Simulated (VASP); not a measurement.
# Fe (Fd-3m) in VASP: notebook

The runs below take Fe through single point, with RPBE.

Everything below comes from runs of VASP 6.6.1. Logs are shortened: lines on timing, memory, paths and dates and some standing lists are left out, and cuts for length are marked.

**1. The cell of the first run**

The structure is cubic, space group Fd-3m (No. 227). Conventional cell: a = 4.917 Å, b = 4.917 Å, c = 4.917 Å, α = 90.00°, β = 90.00°, γ = 90.00°. Fe (site symmetry -43m) has 4 Fe at 2.13 Å within 2.8 Å.

This isn't the form of Fe at room conditions, which is bcc.

**2. Single point, RPBE**

INCAR

```
PREC = Accurate
ENCUT = 690
EDIFF = 1E-6
ISMEAR = -1
SIGMA = 0.1
LREAL = F
LASPH = T
NELM = 120
ALGO = Normal
ISIF = 2
LWAVE = F
LCHARG = F
GGA = RP
NBANDS = 23
GGA_COMPAT = F
```

KPOINTS

```
regular mesh
0
Gamma
  11 11 11
```

POSCAR

```
Fe
1.0
    0.0000000000      2.4583365409      2.4583365409
    2.4583365409      0.0000000000      2.4583365409
    2.4583365409      2.4583365409      0.0000000000
Fe
2
Direct
    0.1250000000      0.1250000000      0.1250000000
    0.8750000000      0.8750000000      0.8750000000
```

Potentials or basis: VASP PAW PBE potentials, release 64 (Fe_sv).

Run with:

```console
cat potpaw_PBE.64/Fe_sv/POTCAR > POTCAR
mpirun -np 1 vasp_std > vasp.out
```

OUTCAR:

```text
PREC = Accurate
   ENCUT = 690
   EDIFF = 1E-6
   ISMEAR = -1
   LREAL = F
   LASPH = T
   NELM = 120
   ISIF = 2
   GGA = RP

 ion  position               nearest neighbor table
   1  0.125  0.125  0.125-   2 2.13   2 2.13   2 2.13   2 2.13
   2  0.875  0.875  0.875-   1 2.13   1 2.13   1 2.13   1 2.13

  LATTYP: Found a face centered cubic cell.
 ALAT       =     4.9166730818

  Lattice vectors:

 A1 = (   0.0000000000,   2.4583365409,   2.4583365409)
 A2 = (   2.4583365409,   0.0000000000,   2.4583365409)
 A3 = (   2.4583365409,   2.4583365409,   0.0000000000)

Analysis of symmetry for initial positions (statically):
=====================================================================
 Subroutine PRICEL returns:
 Original cell was already a primitive cell.

 Routine SETGRP: Setting up the symmetry group for a
 face centered cubic supercell.

 Subroutine GETGRP returns: Found 48 space group operations
 (whereof 12 operations were pure point group operations)
 out of a pool of 48 trial point group operations.

The static configuration has the point symmetry D_3d.
 The point group associated with its full space group is O_h .

Analysis of symmetry for dynamics (positions and initial velocities):
=====================================================================
 Subroutine PRICEL returns:
 Original cell was already a primitive cell.

 Routine SETGRP: Setting up the symmetry group for a
 face centered cubic supercell.

 Subroutine GETGRP returns: Found 48 space group operations
 (whereof 12 operations were pure point group operations)
 out of a pool of 48 trial point group operations.

The dynamic configuration has the point symmetry D_3d.
 The point group associated with its full space group is O_h .

 Subroutine INISYM returns: Found 48 space group operations
 (whereof 12 operations are pure point group operations),
 and found     1 'primitive' translations

----------------------------------------------------------------------------------------

                                     Primitive cell

  volume of cell :      29.7135

  direct lattice vectors                    reciprocal lattice vectors
     0.000000000  2.458336541  2.458336541    -0.203389565  0.203389565  0.203389565
     2.458336541  0.000000000  2.458336541     0.203389565 -0.203389565  0.203389565
     2.458336541  2.458336541  0.000000000     0.203389565  0.203389565 -0.203389565

  length of vectors
     3.476612877  3.476612877  3.476612877     0.352281061  0.352281061  0.352281061

  position of ions in fractional coordinates (direct lattice)
     0.125000000  0.125000000  0.125000000
     0.875000000  0.875000000  0.875000000

  ion indices of the primitive-cell ions
   primitive index   ion index
                 1           1
                 2           2

----------------------------------------------------------------------------------------

 KPOINTS: regular mesh

Automatic generation of k-mesh.
 Grid dimensions read from file:
 generate k-points for:   11   11   11

 Generating k-lattice:

  Cartesian coordinates                     Fractional coordinates (reciprocal lattice)
    -0.018489960  0.018489960  0.018489960     0.090909091  0.000000000  0.000000000
     0.018489960 -0.018489960  0.018489960     0.000000000  0.090909091  0.000000000
     0.018489960  0.018489960 -0.018489960     0.000000000  0.000000000  0.090909091

  Length of vectors
     0.032025551  0.032025551  0.032025551

  Shift w.r.t. Gamma in fractional coordinates (k-lattice)
     0.000000000  0.000000000  0.000000000

 Subroutine IBZKPT returns following result:
 ===========================================

 Found     56 irreducible k-points:

 Following reciprocal coordinates:
            Coordinates               Weight
  0.000000  0.000000  0.000000      1.000000
  0.090909  0.000000  0.000000      8.000000
  0.181818  0.000000  0.000000      8.000000
  0.272727  0.000000  0.000000      8.000000
  0.363636  0.000000  0.000000      8.000000
  0.454545  0.000000  0.000000      8.000000
[... 16 lines left out ...]
 -0.272727  0.181818  0.000000     24.000000
 -0.181818  0.181818  0.000000     12.000000
 [... further k-points ...]
   k-points           NKPTS =     56   k-points in BZ     NKDIM =     56   number of bands    NBANDS=     23
   number of dos      NEDOS =    301   number of ions     NIONS =      2
   total plane-waves  NPLWV =  27000
   dimension x,y,z NGX =    30 NGY =   30 NGZ =   30
   dimension x,y,z NGXF=    60 NGYF=   60 NGZF=   60
   ions per type =               2
   NGX,Y,Z   is equivalent  to a cutoff of  14.35, 14.35, 14.35 a.u.
   NGXF,Y,Z  is equivalent  to a cutoff of  28.69, 28.69, 28.69 a.u.
 SYSTEM =  unknown system
   PREC   = accura    normal or accurate (medium, high low for compatibility)
   ISTART =      0    job   : 0-new  1-cont  2-samecut
   ICHARG =      2    charge: 1-file 2-atom 10-const
   ISPIN  =      1    spin polarized calculation?
   LNONCOLLINEAR =      F non collinear calculations
   LSORBIT =      F    spin-orbit coupling
   LASPH  =      T    aspherical Exc in radial PAW
   ENCUT  =  690.0 eV  50.71 Ry    7.12 a.u.   7.45  7.45  7.45*2*pi/ulx,y,z
   NELM   =    120;   NELMIN=  2; NELMDL= -5     # of ELM steps
   EDIFF  = 0.1E-05   stopping-criterion for ELM
   LREAL  =      F    real-space projection
   EDIFFG = 0.1E-04   stopping-criterion for IOM
   NSW    =      0    number of steps for IOM
   IBRION =     -1    ionic relax: 0-MD 1-quasi-New 2-CG
   NFREE  =      0    steps in history (QN), initial steepest desc. (CG)
   ISIF   =      2    stress and relaxation
   ISYM   =      2    0-nonsym 1-usesym 2-fastsym
   POTIM  = 0.5000    time-step for ionic-motion
   TEBEG  =    0.0;   TEEND  =   0.0 temperature during run
   PSTRESS=    0.0 pullay stress
   NELECT =      32.0000    total number of electrons
   NUPDOWN=      -1.0000    fix difference up-down
   EMIN   =  10.00;   EMAX   =-10.00  energy-range for DOS
   EFERMI =   0.00;   METHOD = LEGACY
   ISMEAR =    -1;   SIGMA  =   0.10  broadening in eV -4-tet -1-fermi 0-gaus
   EFERMI_NEDOS =   21; number of points for ismear=-14 and -15
   IALGO  =     38    algorithm
   IMIX   =      4    mixing-type and parameters
     AMIX     =   0.40;   BMIX     =  1.00
     AMIX_MAG =   1.60;   BMIX_MAG =  1.00
  volume/ion in A,a.u.               =      14.86       100.26
  Fermi-wavevector in a.u.,A,eV,Ry     =   1.678057  3.171069 38.312329  2.815877
  Thomas-Fermi vector in A             =   2.762214
   LORBIT       =      0    0 simple, 1 ext, 2 COOP (PROOUT), +10 PAW based schemes
   GGA     = RP    functional components
   LHFCALC =     F    Hartree Fock is set to
   AEXX    =    0.0000 exact exchange contribution
   IVDW    =     0    specifies the selected vdW correction
   LEPSILON=     F    determine dielectric tensor
   LRPA    =     F    only Hartree local field effects (RPA)
 non-spin polarized calculation
  energy-cutoff  :      690.00
  volume of cell :       29.71
 maximum number of plane-waves:      1243
 NGX is ok and might be reduce to    30
   NGX = 15   NGY = 15   NGZ = 15

 number of electron      32.0000028 magnetization

 Free energy of the ion-electron system (eV)
  ---------------------------------------------------
  ext. energy  EPLUGINS =         0.00000000
  ---------------------------------------------------
  free energy    TOTEN  =       -13.13252403 eV

  energy without entropy =      -13.04537711  energy(sigma->0) =      -13.08895057

 E-fermi :   8.3260     XC(G=0): -11.6971

 val. band max:        8.3153986588   @ k =   0.4545   0.0909   0.0000
 cond. band min:       8.3274925258   @ k =   0.4545   0.3636   0.0909
 fundamental gap:      0.0120938670
 Fermi energy:         8.3259630619

 k-point     1 :       0.0000    0.0000    0.0000
  band No.  band energies     occupation
      1     -78.8990      2.00000
      2     -78.5415      2.00000
      3     -45.0143      2.00000
      4     -45.0143      2.00000
      5     -45.0143      2.00000
      6     -44.4648      2.00000
[... 15 lines left out ...]
     22      22.2945      0.00000
     23      22.5199      0.00000

 k-point     2 :       0.0909    0.0000    0.0000
  band No.  band energies     occupation
      1     -78.8936      2.00000
      2     -78.5470      2.00000
      3     -45.0196      2.00000
      4     -45.0196      2.00000
      5     -45.0134      2.00000
      6     -44.4664      2.00000
[... 15 lines left out ...]
     22      21.2997      0.00000
     23      22.8740      0.00000

 k-point     3 :       0.1818    0.0000    0.0000
  band No.  band energies     occupation
      1     -78.8783      2.00000
      2     -78.5625      2.00000
      3     -45.0333      2.00000
      4     -45.0333      2.00000
      5     -45.0111      2.00000
      6     -44.4707      2.00000
[... 15 lines left out ...]
     22      20.3837      0.00000
     23      22.1371      0.00000

 k-point     4 :       0.2727    0.0000    0.0000
  band No.  band energies     occupation
      1     -78.8557      2.00000
      2     -78.5855      2.00000
      3     -45.0505      2.00000
      4     -45.0505      2.00000
      5     -45.0086      2.00000
      6     -44.4761      2.00000
[... 15 lines left out ...]
     22      19.6428      0.00000
     23      21.4848      0.00000

 k-point     5 :       0.3636    0.0000    0.0000
  band No.  band energies     occupation
      1     -78.8308      2.00000
      2     -78.6107      2.00000
      3     -45.0655      2.00000
      4     -45.0655      2.00000
      5     -45.0063      2.00000
      6     -44.4810      2.00000
[... 15 lines left out ...]
     22      19.1038      0.00000
     23      21.0383      0.00000

 k-point     6 :       0.4545    0.0000    0.0000
  band No.  band energies     occupation
      1     -78.8128      2.00000
      2     -78.6288      2.00000
      3     -45.0741      2.00000
      4     -45.0741      2.00000
      5     -45.0049      2.00000
      6     -44.4835      2.00000
[... 15 lines left out ...]
     22      18.8142      0.00000
     23      20.8170      0.00000

 k-point     7 :       0.0909    0.0909    0.0000
  band No.  band energies     occupation
      1     -78.8918      2.00000
      2     -78.5488      2.00000
      3     -45.0259      2.00000
      4     -45.0259      2.00000
      5     -45.0033      2.00000
      6     -44.4765      2.00000
[... 353 lines left out ...]
     22      16.5652      0.00000
     23      19.8832      0.00000

 k-point    21 :      -0.4545    0.1818    0.0000
  band No.  band energies     occupation
      1     -78.7917      2.00000
      2     -78.6501      2.00000
      3     -45.1241      2.00000
      4     -45.0926      2.00000
      5     -44.9186      2.00000
      6     -44.5662      2.00000
[... 15 lines left out ...]
     22      16.9529      0.00000
     23      19.9777      0.00000

 k-point    22 :      -0.3636    0.1818    0.0000
  band No.  band energies     occupation
      1     -78.7998      2.00000
      2     -78.6419      2.00000
      3     -45.1239      2.00000
      4     -45.0827      2.00000
      5     -44.9282      2.00000
      6     -44.5562      2.00000
[... 15 lines left out ...]
     22      17.7841      0.00000
     23      20.2495      0.00000

 k-point    23 :      -0.2727    0.1818    0.0000
  band No.  band energies     occupation
      1     -78.8223      2.00000
      2     -78.6192      2.00000
      3     -45.1115      2.00000
      4     -45.0669      2.00000
      5     -44.9481      2.00000
      6     -44.5357      2.00000
[... 15 lines left out ...]
     22      18.9694      0.00000
     23      20.7099      0.00000

 k-point    24 :      -0.1818    0.1818    0.0000
  band No.  band energies     occupation
      1     -78.8471      2.00000
      2     -78.5942      2.00000
      3     -45.0885      2.00000
      4     -45.0498      2.00000
      5     -44.9728      2.00000
      6     -44.5103      2.00000
[... 15 lines left out ...]
     22      20.3641      0.00000
     23      21.3421      0.00000

 [... further k-points ...]

------------------------ aborting loop because EDIFF is reached ----------------------------------------

  FORCE on cell =-STRESS in cart. coord.  units (eV):
  Direction    XX          YY          ZZ          XY          YZ          ZX
  --------------------------------------------------------------------------------------
  -------------------------------------------------------------------------------------
  Total       -0.2205811     -0.2205811     -0.2205811     -0.0000000      0.0000000     -0.0000000
  in kB      -11.8939170    -11.8939170    -11.8939170     -0.0000000      0.0000000     -0.0000000
  external PRESSURE =     -11.8939170 kB  Pullay stress =       0.0000000 kB

 VOLUME and BASIS-vectors are now :
 -----------------------------------------------------------------------------
  energy-cutoff  :      690.00
  volume of cell :       29.71
      direct lattice vectors                 reciprocal lattice vectors
     0.000000000  2.458336541  2.458336541    -0.203389565  0.203389565  0.203389565
     2.458336541  0.000000000  2.458336541     0.203389565 -0.203389565  0.203389565
     2.458336541  2.458336541  0.000000000     0.203389565  0.203389565 -0.203389565

 POSITION                                       TOTAL-FORCE (eV/Angst)
 -----------------------------------------------------------------------------------
      0.61458      0.61458      0.61458        -0.000000      0.000000      0.000000
      4.30209      4.30209      4.30209         0.000000     -0.000000     -0.000000
 -----------------------------------------------------------------------------------
    total drift:                               -0.000000      0.000000      0.000000

  FREE ENERGIE OF THE ION-ELECTRON SYSTEM (eV)
  ---------------------------------------------------
  free  energy   TOTEN  =       -13.1325240266 eV

  energy  without entropy=      -13.0453771062  energy(sigma->0) =      -13.08895057
```

Wall time 62 s (1 thread of Intel Xeon Platinum 8488C (Sapphire Rapids), shared host); peak memory 0.19 GiB.

What came out:

| Quantity | Value |
| --- | --- |
| Free energy | -13.1325 eV |
| Pressure | -1.2 GPa |
| Band gap on the k mesh | zero (bands 16 and 17 overlap by 0.63 eV) |

Caveat: the PAW data sets were made with another functional, which shifts forces and pressure a little; the run has no spin polarisation, though such a crystal can be magnetic. Spin polarisation is off, so any magnetic state and its effect on volume and gap are missing.

**3. Single point, RPBE (13.07 Å³/atom)**

This run uses another cell than the first one, of 13.07 Å³/atom.

INCAR

```
ALGO = Normal ; EDIFF = 1E-6
ENCUT = 690 ; GGA = RP
GGA_COMPAT = False ; ISIF = 2
ISMEAR = -1 ; LASPH = True
LCHARG = False ; LREAL = False
LWAVE = False ; NBANDS = 23
NELM = 120 ; PREC = Accurate
SIGMA = 0.1
```

KPOINTS

```
k-points
0
Gamma
  12 12 12
```

POSCAR

```
Fe
1.0
    0.0000000000      2.3557845035      2.3557845035
    2.3557845035      0.0000000000      2.3557845035
    2.3557845035      2.3557845035      0.0000000000
Fe
2
Direct
    0.1250000000      0.1250000000      0.1250000000
    0.8750000000      0.8750000000      0.8750000000
```

Potentials or basis: VASP PAW PBE potentials, release 64 (Fe_sv).

Run with:

```console
cat potpaw_PBE.64/Fe_sv/POTCAR > POTCAR
mpirun -np 1 vasp_std > vasp.out
```

Run time: 33 s. Hardware: 1 thread of AMD EPYC 9R45 (Zen 5), shared host; peak memory 0.16 GiB.

The run converged. Its results:

| Property | Result |
| --- | --- |
| Free energy | -12.8984 eV |
| Pressure | 23.0 GPa |
| Band gap on the k mesh | zero (bands 16 and 17 overlap by 0.76 eV) |

Levels at points of the mesh, in eV from the Fermi level:
| k point | band 12 | band 13 | band 14 | band 15 | band 16 | band 17 | band 18 | band 19 | band 20 | band 21 |
| --- | --- | --- | --- | --- | --- | --- | --- | --- | --- | --- |
| (0.00, 0.00, 0.00) | -2.75 | -2.75 | -2.75 | -0.44 | -0.44 | -0.44 | 1.44 | 1.44 | 15.21 | 15.21 |
| (0.50, 0.00, 0.00) | -3.01 | -2.79 | -2.79 | -1.21 | 0.21 | 0.21 | 1.15 | 1.15 | 2.84 | 11.69 |
| (0.50, 0.50, 0.00) | -2.70 | -1.40 | -1.40 | -0.86 | -0.86 | 1.38 | 1.38 | 3.03 | 3.03 | 5.74 |

Caveat: the cell stands under pressure; the PAW data sets were made with another functional, which shifts forces and pressure a little; the run has no spin polarisation, though such a crystal can be magnetic. Spin polarisation is off, so any magnetic state and its effect on volume and gap are missing.

(Continued in part 2 of 2.)

The gap in the log of VASP goes by the Fermi energy; the results here count the filled bands.